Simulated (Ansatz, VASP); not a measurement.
# One calculation of SbC2, two programs

Contents of INCAR:

```
PREC = Accurate ; ENCUT = 600
EDIFF = 1E-7 ; ISMEAR = 0
SIGMA = 0.1 ; LREAL = F
LASPH = T ; NELM = 60
ALGO = Normal ; ISIF = 3
LWAVE = F ; LCHARG = F
GGA = PE ; IBRION = 2
NSW = 90 ; EDIFFG = -0.04
```

File KPOINTS:

```
Automatic mesh
0
Gamma
  4 4 4
```

File POSCAR:

```
SbC2
1.0
    3.9962005298      0.0000000000      0.0000000000
    0.0000000000      3.9962005298      0.0000000000
    0.0000000000      0.0000000000      5.7529907797
Sb C
2 4
Direct
    0.0000000000      0.0000000000      0.0000000000
    0.5000000000      0.5000000000      0.5000000000
    0.0000000000      0.5000000000      0.2030000000
    0.0000000000      0.5000000000      0.7030000000
    0.5000000000      0.0000000000      0.2970000000
    0.5000000000      0.0000000000      0.7970000000
```

Input for Ansatz:

```yaml
crystal:
  lattice:
    - [3.9962005298, 0.0, 0.0]
    - [0.0, 3.9962005298, 0.0]
    - [0.0, 0.0, 5.7529907797]
  atoms:
    - { symbol: Sb, position: [0.0, 0.0, 0.0] }
    - { symbol: Sb, position: [0.5, 0.5, 0.5] }
    - { symbol: C, position: [0.0, 0.5, 0.203] }
    - { symbol: C, position: [0.0, 0.5, 0.703] }
    - { symbol: C, position: [0.5, 0.0, 0.297] }
    - { symbol: C, position: [0.5, 0.0, 0.797] }
basis:
  ecutwfc: 420
kpoints:
  mp_grid: { grid: [4, 4, 4] }
hamiltonian:
  xc: pbe
scf:
  occupations: { method: gaussian, width: 0.1 }
  lower_state_search: "off"
output:
  forces: true
  stress: true
  eigenvalues: true
relax:
  adjacent_minimum: "off"
  f_tol: 0.04
  max_steps: 70
  cell: { stress_tol: 0.4 }
```

Alike in both runs: task relaxation of cell and atoms; functional PBE; k mesh 4 × 4 × 4; occupations gaussian, width 0.1 eV; no spin polarisation.

|  | VASP | Ansatz |
| --- | --- | --- |
| version | VASP 6.6.1 | Ansatz 0.2.0 |
| potentials or method | VASP PAW PBE potentials, release 64 (Sb, C), cutoff 600 eV | scalar-relativistic, plane waves, PAW |
| valence electrons in the cell | 26 | 46 |

Ansatz gave:

```
gap on the k mesh at the Fermi level, each at its own relaxed structure (eV) : none
relaxed volume (Å³/atom)                                                     : 12.40
relaxed cell length with the largest relative difference (Å)                 : 3.890
```

Task: Estimate VASP's values.

Result: gap on the k mesh at the Fermi level, each at its own relaxed structure (eV): none; relaxed volume (Å³/atom): 15.19; relaxed cell length with the largest relative difference (Å): 2.641.

A gap of «none» marks a metal or a gap that the smearing closes. One of these differences is far larger than is usual between the two programs; its cause wasn't traced. VASP's potentials hold 26 valence electrons a cell and Ansatz's 46, so a difference there can come from the potentials and not from the codes.

The k mesh is coarse, so the values compare programs but aren't converged. Spin-orbit coupling is off throughout.
